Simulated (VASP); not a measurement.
Input of a VASP 6.6.1 run:

The input INCAR:

```
SYSTEM = SiC
PREC = Accurate ; ENCUT = 600
EDIFF = 1E-6 ; ISMEAR = 0
SIGMA = 0.02 ; LREAL = .False.
LASPH = .True. ; NELM = 120
ALGO = Normal ; ISIF = 2
LWAVE = .False. ; LCHARG = .False.
GGA = PE ; NBANDS = 11
GGA_COMPAT = .False.
```

KPOINTS

```
regular mesh
0
Gamma
  12 12 12
  0 0 0
```

POSCAR

```
SiC
1.0
    0.0000000000      2.1898609249      2.1898609249
    2.1898609249      0.0000000000      2.1898609249
    2.1898609249      2.1898609249      0.0000000000
Si C
1 1
Direct
    0.0000000000      0.0000000000      0.0000000000
    0.7500000000      0.7500000000      0.7500000000
```

Potentials or basis: VASP PAW PBE potentials, release 64 (Si, C).

Launch:

```bash
$ cat potpaw_PBE.64/Si/POTCAR potpaw_PBE.64/C/POTCAR > POTCAR
$ mpirun -np 1 vasp_std > vasp.out
```

Q: Estimate the band gap on the k mesh.

A: 1.37 eV (least direct gap 4.53 eV).

Q: Estimate the pressure.

A: -0.2 GPa.

A k mesh can miss the band edges.
